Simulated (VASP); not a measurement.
# Pd (Fm-3m) in VASP: a series of runs

Aim: see how the results for Pd move with the level of theory and the settings. Levels: PBE+D3(BJ), PBE. Tasks: single point.

Everything below comes from runs of VASP 6.6.1. Logs are shortened: lines on timing, memory, paths and dates and some standing lists are left out, and cuts for length are marked.

**1. The cell of the first run**

Symmetry: Fm-3m, No. 225, cubic system. The conventional cell has a = 3.891 Å, b = 3.891 Å, c = 3.891 Å, α = 90.00°, β = 90.00°, γ = 90.00°. Pd (site symmetry m-3m) has 12 Pd at 2.75 Å within 3.6 Å.

**2. Single point, PBE+D3(BJ)**

Input file INCAR:

```
PREC     = Accurate       # precision mode
ENCUT    = 520            # plane-wave cutoff, eV
EDIFF    = 1E-6           # SCF threshold, eV
ISMEAR   = -1             # smearing method
SIGMA    = 0.1            # smearing width, eV
LREAL    = F              # projectors in reciprocal space
LASPH    = T              # aspherical terms in the spheres
NELM     = 80             # most SCF steps
ALGO     = Normal         # electronic algorithm
ISIF     = 2              # what is computed and relaxed
LWAVE    = F              # write WAVECAR
LCHARG   = F              # write CHGCAR
GGA      = PE             # functional
IVDW     = 12             # dispersion correction
NBANDS   = 11             # bands
```

Input file KPOINTS:

```
regular mesh
0
Gamma
  15 15 15
```

Input file POSCAR:

```
Pd
1.0
    0.0000000000      1.9456237060      1.9456237060
    1.9456237060      0.0000000000      1.9456237060
    1.9456237060      1.9456237060      0.0000000000
Pd
1
Direct
    0.0000000000      0.0000000000      0.0000000000
```

Potentials or basis: VASP PAW PBE potentials, release 64 (Pd).

Command:

```bash
$ cat potpaw_PBE.64/Pd/POTCAR > POTCAR
$ mpirun -np 1 vasp_std > vasp.out
```

OUTCAR:

```text
PREC = Accurate
   ENCUT = 520
   EDIFF = 1E-6
   ISMEAR = -1
   LREAL = F
   LASPH = T
   NELM = 80
   ISIF = 2
   GGA = PE
   IVDW = 12
 IVDW          = 12

 ion  position               nearest neighbor table
   1  0.000  0.000  0.000-

  LATTYP: Found a face centered cubic cell.
 ALAT       =     3.8912474120

  Lattice vectors:

 A1 = (   0.0000000000,   1.9456237060,   1.9456237060)
 A2 = (   1.9456237060,   0.0000000000,   1.9456237060)
 A3 = (   1.9456237060,   1.9456237060,   0.0000000000)

Analysis of symmetry for initial positions (statically):
=====================================================================
 Subroutine PRICEL returns:
 Original cell was already a primitive cell.

 Routine SETGRP: Setting up the symmetry group for a
 face centered cubic supercell.

 Subroutine GETGRP returns: Found 48 space group operations
 (whereof 48 operations were pure point group operations)
 out of a pool of 48 trial point group operations.

The static configuration has the point symmetry O_h .

Analysis of symmetry for dynamics (positions and initial velocities):
=====================================================================
 Subroutine PRICEL returns:
 Original cell was already a primitive cell.

 Routine SETGRP: Setting up the symmetry group for a
 face centered cubic supercell.

 Subroutine GETGRP returns: Found 48 space group operations
 (whereof 48 operations were pure point group operations)
 out of a pool of 48 trial point group operations.

The dynamic configuration has the point symmetry O_h .

 Subroutine INISYM returns: Found 48 space group operations
 (whereof 48 operations are pure point group operations),
 and found     1 'primitive' translations

----------------------------------------------------------------------------------------

                                     Primitive cell

  volume of cell :      14.7301

  direct lattice vectors                    reciprocal lattice vectors
     0.000000000  1.945623706  1.945623706    -0.256987000  0.256987000  0.256987000
     1.945623706  0.000000000  1.945623706     0.256987000 -0.256987000  0.256987000
     1.945623706  1.945623706  0.000000000     0.256987000  0.256987000 -0.256987000

  length of vectors
     2.751527432  2.751527432  2.751527432     0.445114541  0.445114541  0.445114541

  position of ions in fractional coordinates (direct lattice)
     0.000000000  0.000000000  0.000000000

  ion indices of the primitive-cell ions
   primitive index   ion index
                 1           1

----------------------------------------------------------------------------------------

 KPOINTS: regular mesh

Automatic generation of k-mesh.
 Grid dimensions read from file:
 generate k-points for:   15   15   15

 Generating k-lattice:

  Cartesian coordinates                     Fractional coordinates (reciprocal lattice)
    -0.017132467  0.017132467  0.017132467     0.066666667  0.000000000  0.000000000
     0.017132467 -0.017132467  0.017132467     0.000000000  0.066666667  0.000000000
     0.017132467  0.017132467 -0.017132467     0.000000000  0.000000000  0.066666667

  Length of vectors
     0.029674303  0.029674303  0.029674303

  Shift w.r.t. Gamma in fractional coordinates (k-lattice)
     0.000000000  0.000000000  0.000000000

 Subroutine IBZKPT returns following result:
 ===========================================

 Found    120 irreducible k-points:

 Following reciprocal coordinates:
            Coordinates               Weight
  0.000000  0.000000  0.000000      1.000000
  0.066667  0.000000  0.000000      8.000000
  0.133333  0.000000  0.000000      8.000000
  0.200000  0.000000  0.000000      8.000000
  0.266667  0.000000  0.000000      8.000000
  0.333333  0.000000  0.000000      8.000000
[... 16 lines left out ...]
  0.133333  0.133333  0.000000      6.000000
  0.200000  0.133333  0.000000     24.000000
 [... further k-points ...]
   k-points           NKPTS =    120   k-points in BZ     NKDIM =    120   number of bands    NBANDS=     11
   number of dos      NEDOS =    301   number of ions     NIONS =      1
   total plane-waves  NPLWV =   8000
   dimension x,y,z NGX =    20 NGY =   20 NGZ =   20
   dimension x,y,z NGXF=    40 NGYF=   40 NGZF=   40
   ions per type =               1
   NGX,Y,Z   is equivalent  to a cutoff of  12.08, 12.08, 12.08 a.u.
   NGXF,Y,Z  is equivalent  to a cutoff of  24.17, 24.17, 24.17 a.u.
 SYSTEM =  unknown system
   PREC   = accura    normal or accurate (medium, high low for compatibility)
   ISTART =      0    job   : 0-new  1-cont  2-samecut
   ICHARG =      2    charge: 1-file 2-atom 10-const
   ISPIN  =      1    spin polarized calculation?
   LNONCOLLINEAR =      F non collinear calculations
   LSORBIT =      F    spin-orbit coupling
   LASPH  =      T    aspherical Exc in radial PAW
   ENCUT  =  520.0 eV  38.22 Ry    6.18 a.u.   5.12  5.12  5.12*2*pi/ulx,y,z
   NELM   =     80;   NELMIN=  2; NELMDL= -5     # of ELM steps
   EDIFF  = 0.1E-05   stopping-criterion for ELM
   LREAL  =      F    real-space projection
   EDIFFG = 0.1E-04   stopping-criterion for IOM
   NSW    =      0    number of steps for IOM
   IBRION =     -1    ionic relax: 0-MD 1-quasi-New 2-CG
   NFREE  =      0    steps in history (QN), initial steepest desc. (CG)
   ISIF   =      2    stress and relaxation
   ISYM   =      2    0-nonsym 1-usesym 2-fastsym
   POTIM  = 0.5000    time-step for ionic-motion
   TEBEG  =    0.0;   TEEND  =   0.0 temperature during run
   PSTRESS=    0.0 pullay stress
   NELECT =      10.0000    total number of electrons
   NUPDOWN=      -1.0000    fix difference up-down
   EMIN   =  10.00;   EMAX   =-10.00  energy-range for DOS
   EFERMI =   0.00;   METHOD = LEGACY
   ISMEAR =    -1;   SIGMA  =   0.10  broadening in eV -4-tet -1-fermi 0-gaus
   EFERMI_NEDOS =   21; number of points for ismear=-14 and -15
   IALGO  =     38    algorithm
   IMIX   =      4    mixing-type and parameters
     AMIX     =   0.40;   BMIX     =  1.00
     AMIX_MAG =   1.60;   BMIX_MAG =  1.00
  volume/ion in A,a.u.               =      14.73        99.40
  Fermi-wavevector in a.u.,A,eV,Ry     =   1.438818  2.718973 28.166759  2.070198
  Thomas-Fermi vector in A             =   2.557743
   LORBIT       =      0    0 simple, 1 ext, 2 COOP (PROOUT), +10 PAW based schemes
   GGA     = PE    functional components
   LHFCALC =     F    Hartree Fock is set to
   AEXX    =    0.0000 exact exchange contribution
   IVDW    =    12    specifies the selected vdW correction
   LEPSILON=     F    determine dielectric tensor
   LRPA    =     F    only Hartree local field effects (RPA)
 non-spin polarized calculation
  energy-cutoff  :      520.00
  volume of cell :       14.73
 maximum number of plane-waves:       411
   NGX = 11   NGY = 11   NGZ = 11

 number of electron      10.0000000 magnetization

 number of electron       9.9999999 magnetization

 Free energy of the ion-electron system (eV)
  ---------------------------------------------------
  ext. energy  EPLUGINS =         0.00000000
  ---------------------------------------------------
  free energy    TOTEN  =        -5.24363011 eV

  energy without entropy =       -5.18328275  energy(sigma->0) =       -5.21345643

 E-fermi :   9.8232     XC(G=0): -13.1943

 val. band max:        9.8209688572   @ k =  -0.4667   0.3333   0.0667
 cond. band min:       9.8454522283   @ k =   0.4667   0.2000   0.0000
 fundamental gap:      0.0244833711
 Fermi energy:         9.8232042226

 k-point     1 :       0.0000    0.0000    0.0000
  band No.  band energies     occupation
      1       2.6558      2.00000
      2       6.9588      2.00000
      3       6.9588      2.00000
      4       6.9588      2.00000
      5       8.5704      1.99999
      6       8.5704      1.99999
      7      27.0012      0.00000
      8      31.7839      0.00000
      9      31.7839      0.00000
     10      31.7839      0.00000
     11      36.0150      0.00000

 k-point     2 :       0.0667    0.0000    0.0000
  band No.  band energies     occupation
      1       2.8174      2.00000
      2       6.9018      2.00000
      3       7.0147      2.00000
      4       7.0147      2.00000
      5       8.5438      1.99999
      6       8.5438      1.99999
      7      27.1711      0.00000
      8      30.7438      0.00000
      9      31.9700      0.00000
     10      31.9700      0.00000
     11      36.0724      0.00000

 k-point     3 :       0.1333    0.0000    0.0000
  band No.  band energies     occupation
      1       3.2747      2.00000
      2       6.7740      2.00000
      3       7.1496      2.00000
      4       7.1496      2.00000
      5       8.5006      2.00000
      6       8.5006      2.00000
      7      27.4421      0.00000
      8      28.8675      0.00000
      9      32.4838      0.00000
     10      32.4838      0.00000
     11      36.1898      0.00000

 k-point     4 :       0.2000    0.0000    0.0000
  band No.  band energies     occupation
      1       3.9133      2.00000
      2       6.7258      2.00000
      3       7.2572      2.00000
      4       7.2572      2.00000
      5       8.5529      1.99999
      6       8.5529      1.99999
      7      26.1018      0.00000
      8      28.2283      0.00000
      9      33.1573      0.00000
     10      33.1573      0.00000
     11      35.6762      0.00000
[... 239 lines left out ...]
 k-point    22 :      -0.0667    0.0667    0.0000
  band No.  band energies     occupation
      1       3.0790      2.00000
      2       6.7929      2.00000
      3       7.0924      2.00000
      4       7.1326      2.00000
      5       8.4185      2.00000
      6       8.6011      1.99999
      7      27.4112      0.00000
      8      29.7794      0.00000
      9      31.5384      0.00000
     10      32.6205      0.00000
     11      36.2543      0.00000

 k-point    23 :       0.1333    0.1333    0.0000
  band No.  band energies     occupation
      1       3.4823      2.00000
      2       6.5182      2.00000
      3       7.3450      2.00000
      4       7.3450      2.00000
      5       8.1389      2.00000
      6       8.7516      1.99996
      7      27.8917      0.00000
      8      29.8356      0.00000
      9      30.9691      0.00000
     10      30.9691      0.00000
     11      36.0620      0.00000

 k-point    24 :       0.2000    0.1333    0.0000
  band No.  band energies     occupation
      1       3.9792      2.00000
      2       6.3241      2.00000
      3       7.4767      2.00000
      4       7.5322      2.00000
      5       8.0890      2.00000
      6       8.8531      1.99988
      7      27.8620      0.00000
      8      28.6349      0.00000
      9      30.4634      0.00000
     10      31.2699      0.00000
     11      35.9598      0.00000

 [... further k-points ...]

------------------------ aborting loop because EDIFF is reached ----------------------------------------

 Edisp (eV)   -0.66904

 E8    (eV) :    -0.2957

  FORCE on cell =-STRESS in cart. coord.  units (eV):
  Direction    XX          YY          ZZ          XY          YZ          ZX
  --------------------------------------------------------------------------------------
  -------------------------------------------------------------------------------------
  Total      -0.02806    -0.02806    -0.02806     0.00000     0.00000     0.00000
  in kB      -3.05179    -3.05179    -3.05179     0.00000     0.00000     0.00000
  external pressure =       -3.05 kB  Pullay stress =        0.00 kB

 VOLUME and BASIS-vectors are now :
 -----------------------------------------------------------------------------
  energy-cutoff  :      520.00
  volume of cell :       14.73
      direct lattice vectors                 reciprocal lattice vectors
     0.000000000  1.945623706  1.945623706    -0.256987000  0.256987000  0.256987000
     1.945623706  0.000000000  1.945623706     0.256987000 -0.256987000  0.256987000
     1.945623706  1.945623706  0.000000000     0.256987000  0.256987000 -0.256987000

 POSITION                                       TOTAL-FORCE (eV/Angst)
 -----------------------------------------------------------------------------------
      0.00000      0.00000      0.00000        -0.000000      0.000000     -0.000000
 -----------------------------------------------------------------------------------
    total drift:                                0.000000      0.000000      0.000000

  FREE ENERGIE OF THE ION-ELECTRON SYSTEM (eV)
  ---------------------------------------------------
  free  energy   TOTEN  =        -5.9126695286 eV

  energy  without entropy=       -5.8523221703  energy(sigma->0) =       -5.88249585
```

Run time: 7.4 s. Hardware: 1 thread of Intel Xeon 6975P-C (Granite Rapids), shared host; peak memory 0.14 GiB.

Results:

* Free energy: -5.9127 eV
* Pressure: -0.3 GPa
* Band gap on the k mesh: zero (band 5 reaches 10.06 eV, above the bottom of band 6 at 8.50 eV)
* Dispersion energy per atom: -0.669 eV

Caveat: pairwise dispersion overbinds metals, which lowers pressure and volume.

**3. Single point, PBE**

This run uses another cell than the first one, of 15.34 Å³/atom, 1.041 times its volume.

Input file INCAR:

```
SYSTEM = Pd
PREC = Accurate ; ENCUT = 520
EDIFF = 1E-7 ; ISMEAR = -1
SIGMA = 0.1 ; LREAL = .False.
LASPH = .True. ; NELM = 60
ALGO = Normal ; ISIF = 2
LWAVE = .False. ; LCHARG = .False.
GGA = PE ; NBANDS = 11
```

Input file KPOINTS:

```
Automatic mesh
0
Gamma
  15 15 15
  0 0 0
```

Input file POSCAR:

```
Pd
1.0
    0.0000000000      1.9721495601      1.9721495601
    1.9721495601      0.0000000000      1.9721495601
    1.9721495601      1.9721495601      0.0000000000
Pd
1
Direct
    0.0000000000      0.0000000000      0.0000000000
```

Potentials or basis: VASP PAW PBE potentials, release 64 (Pd).

Command:

```bash
$ cat potpaw_PBE.64/Pd/POTCAR > POTCAR
$ mpirun -np 1 vasp_std > vasp.out
```

Wall time 8.5 s (1 thread of Intel Xeon 6975P-C (Granite Rapids), shared host); peak memory 0.15 GiB.

It converged, with:

* Free energy: -5.2567 eV
* Pressure: -0.3 GPa
* Band gap on the k mesh: zero (band 5 reaches 9.37 eV, above the bottom of band 6 at 7.91 eV)

Levels at points of the mesh, in eV from the Fermi level:
| k point | band 2 | band 3 | band 4 | band 5 | band 6 | band 7 | band 8 | band 9 |
| --- | --- | --- | --- | --- | --- | --- | --- | --- |
| (0.00, 0.00, 0.00) | -2.68 | -2.68 | -2.68 | -1.18 | -1.18 | 17.15 | 21.70 | 21.70 |
